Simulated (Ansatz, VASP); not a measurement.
## KBr in VASP and in Ansatz

Contents of POSCAR:

```
KBr
1.0
    3.9762553149      0.0000000000      0.0000000000
    0.0000000000      3.9762553149      0.0000000000
    0.0000000000      0.0000000000      3.9762553149
K Br
1 1
Direct
    0.0000000000      0.0000000000      0.0000000000
    0.5000000000      0.5000000000      0.5000000000
```

The input INCAR.step1:

```
PREC = Accurate ; ENCUT = 520
ISMEAR = 0 ; SIGMA = 0.01
LREAL = F ; LASPH = T
NELM = 60 ; NBANDS = 15
GGA = PE ; ALGO = Normal
EDIFF = 1E-4 ; LWAVE = T
LCHARG = F
```

File INCAR.step2:

```
PREC = Accurate ; ENCUT = 520
EDIFF = 1E-6 ; ISMEAR = 0
SIGMA = 0.01 ; LREAL = F
LASPH = T ; NELM = 60
ALGO = Normal ; ISIF = 2
LWAVE = F ; LCHARG = F
METAGGA = R2SCAN ; LMIXTAU = T
NBANDS = 15 ; ISTART = 1
```

File KPOINTS:

```
Automatic mesh
0
Gamma
  6 6 6
```

Input for Ansatz:

```yaml
crystal:
  lattice:
    - [3.9762553149, 0.0, 0.0]
    - [0.0, 3.9762553149, 0.0]
    - [0.0, 0.0, 3.9762553149]
  atoms:
    - { symbol: K, position: [0.0, 0.0, 0.0] }
    - { symbol: Br, position: [0.5, 0.5, 0.5] }
kpoints:
  mp_grid: { grid: [6, 6, 6] }
hamiltonian:
  xc: r2scan
scf:
  occupations: { method: fixed }
  n_extra_bands: 4
output:
  forces: true
  stress: true
  eigenvalues: true
```

Alike in both runs: task single point; functional r2SCAN; k mesh 6 × 6 × 6; no spin polarisation.

|  | VASP | Ansatz |
| --- | --- | --- |
| version | VASP 6.6.1 | Ansatz 0.2.0 |
| potentials or method | VASP PAW PBE potentials, release 64 (K_sv, Br) | plane waves, PAW |
| plane-wave cutoff (eV) | 520 | 500 |
| occupations | gaussian, width 0.01 eV | fixed |
| valence electrons in the cell | 16 | 16 |

|  | VASP | Ansatz | Ansatz less VASP |
| --- | --- | --- | --- |
| gap on the k mesh at the Fermi level (eV) | 4.77 | 4.77 | -0.004 |
| pressure (GPa) | 0.0 | 0.0 | +0.01 |

VASP's potentials were made for PBE, not for r2SCAN.
